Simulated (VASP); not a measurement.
# SiC (P6_3mc) in VASP: notebook

Runs on SiC. Level: PBE. Tasks: electric field gradients.

Program: VASP 6.6.1. These are calculated values, not measurements. Logs are shortened: lines on timing, memory, paths and dates and some standing lists are left out, and cuts for length are marked.

### 1 The cell of the first run

The structure is hexagonal, space group P6_3mc (No. 186). The conventional cell has a = 3.055 Å, b = 3.055 Å, c = 5.014 Å, α = 90.00°, β = 90.00°, γ = 120.00°. Within 2.5 Å of Si (site symmetry 3m) lie 4 C at 1.86 to 1.93 Å. Within 2.5 Å of C (site symmetry 3m) lie 4 Si at 1.86 to 1.93 Å.

### 2 Electric field gradients, PBE (volume scaled by 0.98)

The input, INCAR:

```
PREC = Accurate
ENCUT = 520
EDIFF = 1E-8
ISMEAR = -1
SIGMA = 0.08
LREAL = False
LASPH = True
NELM = 100
ALGO = Normal
ISIF = 2
LWAVE = False
LCHARG = False
GGA = PE
LEFG = True
NBANDS = 16
```

The input, KPOINTS:

```
Automatic mesh
0
Gamma
  15 15 8
```

The input, POSCAR:

```
SiC
1.0
    3.0553533011      0.0000000000      0.0000000000
   -1.5276766505      2.6460135763      0.0000000000
    0.0000000000      0.0000000000      5.0141197845
Si C
2 2
Direct
    0.3333333333      0.6666666667      0.0000000000
    0.6666666667      0.3333333333      0.5000000000
    0.3333333333      0.6666666667      0.3850000000
    0.6666666667      0.3333333333      0.8850000000
```

Potentials or basis: VASP PAW PBE potentials, release 64 (Si, C).

Launch:

```console
$ cat potpaw_PBE.64/Si/POTCAR potpaw_PBE.64/C/POTCAR > POTCAR
$ mpirun -np 1 vasp_std > vasp.out
```

OUTCAR:

```text
PREC = Accurate
   ENCUT = 520
   EDIFF = 1E-8
   ISMEAR = -1
   LREAL = False
   LASPH = True
   NELM = 100
   ISIF = 2
   GGA = PE

 ion  position               nearest neighbor table
   1  0.333  0.667  0.000-   4 1.86   4 1.86   4 1.86   3 1.93   2 3.07   2 3.07   2 3.07   2 3.07
                             2 3.07   2 3.07
   2  0.667  0.333  0.500-   3 1.86   3 1.86   3 1.86   4 1.93   1 3.07   1 3.07   1 3.07   1 3.07
                             1 3.07   1 3.07
   3  0.333  0.667  0.385-   2 1.86   2 1.86   2 1.86   1 1.93
   4  0.667  0.333  0.885-   1 1.86   1 1.86   1 1.86   2 1.93

  LATTYP: Found a hexagonal cell.
 ALAT       =     3.0553533011
 C/A-ratio  =     1.6410932846

  Lattice vectors:

 A1 = (   3.0553533011,   0.0000000000,   0.0000000000)
 A2 = (  -1.5276766505,   2.6460135763,   0.0000000000)
 A3 = (   0.0000000000,   0.0000000000,   5.0141197845)

Analysis of symmetry for initial positions (statically):
=====================================================================
 Subroutine PRICEL returns:
 Original cell was already a primitive cell.

 Routine SETGRP: Setting up the symmetry group for a
 hexagonal supercell.

 Subroutine GETGRP returns: Found 12 space group operations
 (whereof  6 operations were pure point group operations)
 out of a pool of 24 trial point group operations.

The static configuration has the point symmetry C_3v.
 The point group associated with its full space group is C_6v.

Analysis of symmetry for dynamics (positions and initial velocities):
=====================================================================
 Subroutine PRICEL returns:
 Original cell was already a primitive cell.

 Routine SETGRP: Setting up the symmetry group for a
 hexagonal supercell.

 Subroutine GETGRP returns: Found 12 space group operations
 (whereof  6 operations were pure point group operations)
 out of a pool of 24 trial point group operations.

The dynamic configuration has the point symmetry C_3v.
 The point group associated with its full space group is C_6v.

 Subroutine INISYM returns: Found 12 space group operations
 (whereof  6 operations are pure point group operations),
 and found     1 'primitive' translations

----------------------------------------------------------------------------------------

                                     Primitive cell

  volume of cell :      40.5367

  direct lattice vectors                    reciprocal lattice vectors
     3.055353301  0.000000000  0.000000000     0.327294392  0.188963505  0.000000000
    -1.527676650  2.646013576  0.000000000     0.000000000  0.377927010  0.000000000
     0.000000000  0.000000000  5.014119785     0.000000000  0.000000000  0.199436799

  length of vectors
     3.055353301  3.055353301  5.014119785     0.377927010  0.377927010  0.199436799

  position of ions in fractional coordinates (direct lattice)
     0.333333333  0.666666667  0.000000000
     0.666666667  0.333333333  0.500000000
     0.333333333  0.666666667  0.385000000
     0.666666667  0.333333333  0.885000000

  ion indices of the primitive-cell ions
   primitive index   ion index
                 1           1
                 2           2
                 3           3
                 4           4

----------------------------------------------------------------------------------------

 KPOINTS: Automatic mesh

Automatic generation of k-mesh.
 Grid dimensions read from file:
 generate k-points for:   15   15    8

 Generating k-lattice:

  Cartesian coordinates                     Fractional coordinates (reciprocal lattice)
     0.021819626  0.012597567  0.000000000     0.066666667  0.000000000  0.000000000
     0.000000000  0.025195134  0.000000000     0.000000000  0.066666667  0.000000000
     0.000000000  0.000000000  0.024929600     0.000000000  0.000000000  0.125000000

  Length of vectors
     0.025195134  0.025195134  0.024929600

[... 37 lines left out ...]
   total plane-waves  NPLWV =  23040
   dimension x,y,z NGX =    24 NGY =   24 NGZ =   40
   dimension x,y,z NGXF=    48 NGYF=   48 NGZF=   80
   ions per type =               2   2
   NGX,Y,Z   is equivalent  to a cutoff of  13.06, 13.06, 13.26 a.u.
   NGXF,Y,Z  is equivalent  to a cutoff of  26.12, 26.12, 26.52 a.u.
 SYSTEM =  unknown system
   PREC   = accura    normal or accurate (medium, high low for compatibility)
   ISTART =      0    job   : 0-new  1-cont  2-samecut
   ICHARG =      2    charge: 1-file 2-atom 10-const
   ISPIN  =      1    spin polarized calculation?
   LNONCOLLINEAR =      F non collinear calculations
   LSORBIT =      F    spin-orbit coupling
   LASPH  =      T    aspherical Exc in radial PAW
   ENCUT  =  520.0 eV  38.22 Ry    6.18 a.u.   5.68  5.68  9.32*2*pi/ulx,y,z
   NELM   =    100;   NELMIN=  2; NELMDL= -5     # of ELM steps
   EDIFF  = 0.1E-07   stopping-criterion for ELM
   LREAL  =      F    real-space projection
   EDIFFG = 0.1E-06   stopping-criterion for IOM
   NSW    =      0    number of steps for IOM
   IBRION =     -1    ionic relax: 0-MD 1-quasi-New 2-CG
   NFREE  =      0    steps in history (QN), initial steepest desc. (CG)
   ISIF   =      2    stress and relaxation
   ISYM   =      2    0-nonsym 1-usesym 2-fastsym
   POTIM  = 0.5000    time-step for ionic-motion
   TEBEG  =    0.0;   TEEND  =   0.0 temperature during run
   PSTRESS=    0.0 pullay stress
   NELECT =      16.0000    total number of electrons
   NUPDOWN=      -1.0000    fix difference up-down
   EMIN   =  10.00;   EMAX   =-10.00  energy-range for DOS
   EFERMI =   0.00;   METHOD = LEGACY
   ISMEAR =    -1;   SIGMA  =   0.08  broadening in eV -4-tet -1-fermi 0-gaus
   EFERMI_NEDOS =   21; number of points for ismear=-14 and -15
   IALGO  =     38    algorithm
   IMIX   =      4    mixing-type and parameters
     AMIX     =   0.40;   BMIX     =  1.00
     AMIX_MAG =   1.60;   BMIX_MAG =  1.00
  volume/ion in A,a.u.               =      10.13        68.39
  Fermi-wavevector in a.u.,A,eV,Ry     =   1.200878  2.269330 19.621058  1.442107
  Thomas-Fermi vector in A             =   2.336702
   LORBIT       =      0    0 simple, 1 ext, 2 COOP (PROOUT), +10 PAW based schemes
   GGA     = PE    functional components
   LHFCALC =     F    Hartree Fock is set to
   AEXX    =    0.0000 exact exchange contribution
   IVDW    =     0    specifies the selected vdW correction
   LEPSILON=     F    determine dielectric tensor
   LRPA    =     F    only Hartree local field effects (RPA)
 non-spin polarized calculation
  energy-cutoff  :      520.00
  volume of cell :       40.54
 maximum number of plane-waves:      1108
 NGX is ok and might be reduce to    24
   NGX = 11   NGY = 11   NGZ = 19

 number of electron      15.9999999 magnetization

 Free energy of the ion-electron system (eV)
  ---------------------------------------------------
  ext. energy  EPLUGINS =         0.00000000
  ---------------------------------------------------
  free energy    TOTEN  =       -30.03615135 eV

  energy without entropy =      -30.03615135  energy(sigma->0) =      -30.03615135

 E-fermi :   9.8095     XC(G=0): -11.4368

 val. band max:        8.6395005776   @ k =   0.0000   0.0000   0.0000
 cond. band min:      10.9249619338   @ k =   0.3333   0.3333   0.0000
 fundamental gap:      2.2854613561
 Fermi energy:         9.8095401438

 k-point     1 :       0.0000    0.0000    0.0000
  band No.  band energies     occupation
      1      -7.2463      2.00000
      2      -3.6666      2.00000
      3      -0.1734      2.00000
      4       7.0742      2.00000
      5       7.0742      2.00000
      6       8.3652      2.00000
[... 433 lines left out ...]
      3       1.0887      2.00000
      4       2.3092      2.00000
      5       2.7931      2.00000
      6       3.7973      2.00000
[... 8 lines left out ...]
     15      19.7939      0.00000
     16      20.6884      0.00000

 [... further k-points ...]
[... 5 lines left out ...]
  --------------------------------------------------------------------------------------
  -------------------------------------------------------------------------------------
  Total        2.6076634      2.6076634      1.1644003      0.0000000      0.0000000      0.0000000
  in kB      103.0656388    103.0656388     46.0219136      0.0000000      0.0000000      0.0000000
  external PRESSURE =      84.0510637 kB  Pullay stress =       0.0000000 kB

 VOLUME and BASIS-vectors are now :
 -----------------------------------------------------------------------------
  energy-cutoff  :      520.00
  volume of cell :       40.54
      direct lattice vectors                 reciprocal lattice vectors
     3.055353301  0.000000000  0.000000000     0.327294392  0.188963505  0.000000000
    -1.527676650  2.646013576  0.000000000     0.000000000  0.377927010  0.000000000
     0.000000000  0.000000000  5.014119785     0.000000000  0.000000000  0.199436799

 POSITION                                       TOTAL-FORCE (eV/Angst)
 -----------------------------------------------------------------------------------
     -0.00000      1.76401      0.00000         0.000000      0.000000      0.784895
      1.52768      0.88200      2.50706        -0.000000     -0.000000      0.784895
     -0.00000      1.76401      1.93044         0.000000     -0.000000     -0.784895
      1.52768      0.88200      4.43750        -0.000000      0.000000     -0.784895
 -----------------------------------------------------------------------------------
    total drift:                                0.000000      0.000000     -0.000102

  FREE ENERGIE OF THE ION-ELECTRON SYSTEM (eV)
  ---------------------------------------------------
  free  energy   TOTEN  =       -30.0361513547 eV

  energy  without entropy=      -30.0361513469  energy(sigma->0) =      -30.03615135

 Electric field gradients (V/A^2)
---------------------------------------------------------------------
 ion       V_xx      V_yy      V_zz      V_xy      V_xz      V_yz
---------------------------------------------------------------------
   1      -8.876    -8.877    17.753    -0.000     0.000    -0.000
   2      -8.876    -8.877    17.753    -0.000    -0.000     0.000
   3      -1.527    -1.527     3.053     0.000    -0.000     0.000
   4      -1.527    -1.527     3.053     0.000     0.000    -0.000
---------------------------------------------------------------------

 Electric field gradients after diagonalization (V/A^2)
 (convention: |V_zz| > |V_xx| > |V_yy|)
----------------------------------------------------------------------
 ion       V_xx      V_yy      V_zz     asymmetry (V_yy - V_xx)/ V_zz
----------------------------------------------------------------------
   1      -8.877    -8.876    17.753       0.000
   2      -8.877    -8.876    17.753       0.000
   3      -1.527    -1.527     3.053       0.000
   4      -1.527    -1.527     3.053       0.000
----------------------------------------------------------------------

           NMR quadrupolar parameters

 Cq : quadrupolar parameter    Cq=e*Q*V_zz/h
 eta: asymmetry parameters     (V_yy - V_xx)/ V_zz
 Q  : nuclear electric quadrupole moment in mb (millibarn)
----------------------------------------------------------------------
 ion       Cq(MHz)       eta       Q (mb)
----------------------------------------------------------------------
   1       0.043       0.000       1.000
   2       0.043       0.000       1.000
   3       0.007       0.000       1.000
   4       0.007       0.000       1.000
----------------------------------------------------------------------
```

Wall time 41 s (1 thread of Intel Xeon Platinum 8488C (Sapphire Rapids), shared host); peak memory 0.2 GiB.

Results:

- Free energy: -30.0362 eV
- Pressure: 8.4 GPa
- Largest force: 0.785 eV/Å
- Band gap on the k mesh: 2.29 eV, indirect (least direct gap 4.13 eV)

Forces on the atoms (eV/Å):
```
Si   0.000  0.000  0.785
Si   0.000  0.000  0.785
C    0.000  0.000 -0.785
C    0.000  0.000 -0.785
```

Levels at points of the mesh, in eV from the valence-band top:
```
           k point  band 5  band 6  band 7  band 8  band 9  band 10  band 11  band 12
(0.00, 0.00, 0.00)   -1.57   -0.27   -0.27    0.00    4.80     6.24     6.63     6.63
(0.00, 0.00, 0.50)   -0.97   -0.97   -0.97   -0.97    5.89     5.89     7.28     7.28
```

Electric field gradients, principal values (V/Å²):
```tsv
atom	least	middle	greatest (by size)
1 Si	-8.876	-8.877	17.753
2 Si	-8.876	-8.877	17.753
3 C	-1.527	-1.527	3.053
4 C	-1.527	-1.527	3.053
```

Caveat: without QUAD_EFG the Cq values of the log hold for a quadrupole moment of 1 mb, not for the nuclei.

### 3 Electric field gradients, PBE (volume scaled by 0.98)

The input, INCAR:

```
SYSTEM = SiC
ALGO     = Normal         ! electronic algorithm
EDIFF    = 1E-8           ! SCF threshold, eV
ENCUT    = 520            ! plane-wave cutoff, eV
GGA      = PE             ! functional
ISIF     = 2              ! what is computed and relaxed
ISMEAR   = -1             ! smearing method
LASPH    = .TRUE.         ! aspherical terms in the spheres
LCHARG   = .FALSE.        ! write CHGCAR
LEFG     = .TRUE.       
LREAL    = .FALSE.        ! projectors in reciprocal space
LWAVE    = .FALSE.        ! write WAVECAR
NBANDS   = 16             ! bands
NELM     = 100            ! most SCF steps
PREC     = Accurate       ! precision mode
SIGMA    = 0.08           ! smearing width, eV
```

The input, KPOINTS:

```
k-points
0
G
  15 15 8
  0 0 0
```

POSCAR is that of step 2.

Potentials or basis: VASP PAW PBE potentials, release 64 (Si, C).

Launch:

```console
$ cat potpaw_PBE.64/Si/POTCAR potpaw_PBE.64/C/POTCAR > POTCAR
$ mpirun -np 1 vasp_std > vasp.out
```

OUTCAR:

```text
SYSTEM = SiC
   EDIFF = 1E-8
   ENCUT = 520
   GGA = PE
   ISIF = 2
   ISMEAR = -1
   LASPH = .TRUE.
   LREAL = .FALSE.
   NELM = 100
   PREC = Accurate

 ion  position               nearest neighbor table
   1  0.333  0.667  0.000-   4 1.86   4 1.86   4 1.86   3 1.93   2 3.07   2 3.07   2 3.07   2 3.07
                             2 3.07   2 3.07
   2  0.667  0.333  0.500-   3 1.86   3 1.86   3 1.86   4 1.93   1 3.07   1 3.07   1 3.07   1 3.07
                             1 3.07   1 3.07
   3  0.333  0.667  0.385-   2 1.86   2 1.86   2 1.86   1 1.93
   4  0.667  0.333  0.885-   1 1.86   1 1.86   1 1.86   2 1.93

  LATTYP: Found a hexagonal cell.
 ALAT       =     3.0553533011
 C/A-ratio  =     1.6410932846

  Lattice vectors:

 A1 = (   3.0553533011,   0.0000000000,   0.0000000000)
 A2 = (  -1.5276766505,   2.6460135763,   0.0000000000)
 A3 = (   0.0000000000,   0.0000000000,   5.0141197845)

Analysis of symmetry for initial positions (statically):
=====================================================================
 Subroutine PRICEL returns:
 Original cell was already a primitive cell.

[... 662 lines left out ...]
      1.52768      0.88200      2.50706        -0.000000     -0.000000      0.784895
     -0.00000      1.76401      1.93044         0.000000     -0.000000     -0.784895
      1.52768      0.88200      4.43750        -0.000000      0.000000     -0.784895
 -----------------------------------------------------------------------------------
    total drift:                                0.000000      0.000000     -0.000102

  FREE ENERGIE OF THE ION-ELECTRON SYSTEM (eV)
  ---------------------------------------------------
  free  energy   TOTEN  =       -30.0361513547 eV

  energy  without entropy=      -30.0361513469  energy(sigma->0) =      -30.03615135

 Electric field gradients (V/A^2)
---------------------------------------------------------------------
 ion       V_xx      V_yy      V_zz      V_xy      V_xz      V_yz
---------------------------------------------------------------------
   1      -8.876    -8.877    17.753    -0.000     0.000    -0.000
   2      -8.876    -8.877    17.753    -0.000    -0.000     0.000
   3      -1.527    -1.527     3.053     0.000    -0.000     0.000
   4      -1.527    -1.527     3.053     0.000     0.000    -0.000
---------------------------------------------------------------------

 Electric field gradients after diagonalization (V/A^2)
 (convention: |V_zz| > |V_xx| > |V_yy|)
----------------------------------------------------------------------
 ion       V_xx      V_yy      V_zz     asymmetry (V_yy - V_xx)/ V_zz
----------------------------------------------------------------------
   1      -8.877    -8.876    17.753       0.000
   2      -8.877    -8.876    17.753       0.000
   3      -1.527    -1.527     3.053       0.000
   4      -1.527    -1.527     3.053       0.000
----------------------------------------------------------------------

           NMR quadrupolar parameters

 Cq : quadrupolar parameter    Cq=e*Q*V_zz/h
 eta: asymmetry parameters     (V_yy - V_xx)/ V_zz
 Q  : nuclear electric quadrupole moment in mb (millibarn)
----------------------------------------------------------------------
 ion       Cq(MHz)       eta       Q (mb)
----------------------------------------------------------------------
   1       0.043       0.000       1.000
   2       0.043       0.000       1.000
   3       0.007       0.000       1.000
   4       0.007       0.000       1.000
----------------------------------------------------------------------
```

Wall time 45 s (1 thread of Intel Xeon Platinum 8488C (Sapphire Rapids), shared host); peak memory 0.2 GiB.

Results:

```yaml
Free_energy: -30.0362 eV
Pressure: 8.4 GPa
Largest_force: 0.785 eV/Å
Band_gap_on_the_k_mesh: 2.29 eV, indirect (least direct gap 4.13 eV)
```

Forces in eV/Å, atoms in the order of the input:
```
Si   0.000  0.000  0.785
Si   0.000  0.000  0.785
C    0.000  0.000 -0.785
C    0.000  0.000 -0.785
```

Levels at points of the mesh, in eV from the valence-band top:
```
           k point  band 5  band 6  band 7  band 8  band 9  band 10  band 11  band 12
(0.00, 0.00, 0.00)   -1.57   -0.27   -0.27    0.00    4.80     6.24     6.63     6.63
(0.00, 0.00, 0.50)   -0.97   -0.97   -0.97   -0.97    5.89     5.89     7.28     7.28
```

Electric field gradients, principal values (V/Å²):
```tsv
atom	least	middle	greatest (by size)
1 Si	-8.876	-8.877	17.753
2 Si	-8.876	-8.877	17.753
3 C	-1.527	-1.527	3.053
4 C	-1.527	-1.527	3.053
```

Caveat: without QUAD_EFG the Cq values of the log hold for a quadrupole moment of 1 mb, not for the nuclei. A k mesh can miss the band edges.

[end of part 1 of 2]
